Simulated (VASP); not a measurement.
Set up this calculation in VASP 6.6.1, as the native input.

```
Task                   : relaxation of cell and atoms
Functional             : PBE
Potentials or basis    : VASP PAW PBE potentials, release 64 (Zr_sv, Mo_sv, C)
Cutoff                 : 600 eV
k mesh                 : 4 × 4 × 4
Occupations            : gaussian, width 0.1 eV
Spin                   : no spin polarisation
Dipole correction      : no
Further INCAR settings : ALGO = Normal; EDIFF = 1e-07; IBRION = 2; EDIFFG = -0.04; NSW = 90; ISIF = 3
```

The structure of ZrMo2C2 lies in POSCAR:

```
ZrMo2C2
1.0
    4.3890225400      0.0000000000      0.0000000000
    0.0000000000      4.3890225400      0.0000000000
    0.0000000000      0.0000000000      4.3152035200
Zr Mo C
1 2 2
Direct
    0.0000000000      0.0000000000      0.0000000000
    0.5000000000      0.0000000000      0.5000000000
    0.0000000000      0.5000000000      0.5000000000
    0.5000000000      0.5000000000      0.7559399300
    0.5000000000      0.5000000000      0.2440600700
```

The cell was generated, and may not be a known phase.

One way to write it, as run:

INCAR

```
  PREC = Accurate
  ENCUT = 600
  EDIFF = 1E-7
  ISMEAR = 0
  SIGMA = 0.1
  LREAL = F
  LASPH = T
  NELM = 80
  ALGO = Normal
  ISIF = 3
  LWAVE = F
  LCHARG = F
  GGA = PE
  IBRION = 2
  NSW = 90
  EDIFFG = -0.04
```

KPOINTS

```
regular mesh
0
Gamma
  4 4 4
```

Potentials or basis: VASP PAW PBE potentials, release 64 (Zr_sv, Mo_sv, C).

The run is started by

```sh
$ cat potpaw_PBE.64/Zr_sv/POTCAR potpaw_PBE.64/Mo_sv/POTCAR potpaw_PBE.64/C/POTCAR > POTCAR
$ mpirun -np 1 vasp_std > vasp.out
```

Results of the run:

```json
{"Relaxed volume": "12.18 Å³/atom", "Relaxed cell": "a = 3.633 Å, b = 3.633 Å, c = 4.613 Å, α = 90.00°, β = 90.00°, γ = 90.00°", "Space group after relaxing (to 0.1 Å)": "P4/mmm (No. 123)", "Energy gained by relaxing": "1018.4 meV/atom", "Ionic steps": "21", "Pressure after relaxing": "-0.1 GPa", "Largest force after relaxing": "0.029 eV/Å", "Band gap on the k mesh": "zero (bands 24 and 25 overlap by 1.14 eV)"}
```

Caveat: the k points lie up to 0.43 Å⁻¹ apart in the final cell, too coarse for converged energies and pressures of a metal; the volume moved by over 15 % at a fixed basis, so the end points are rough.

Wall time 28 min on 1 thread of Intel Xeon 8259CL, on a shared host, peak memory 0.22 GiB.
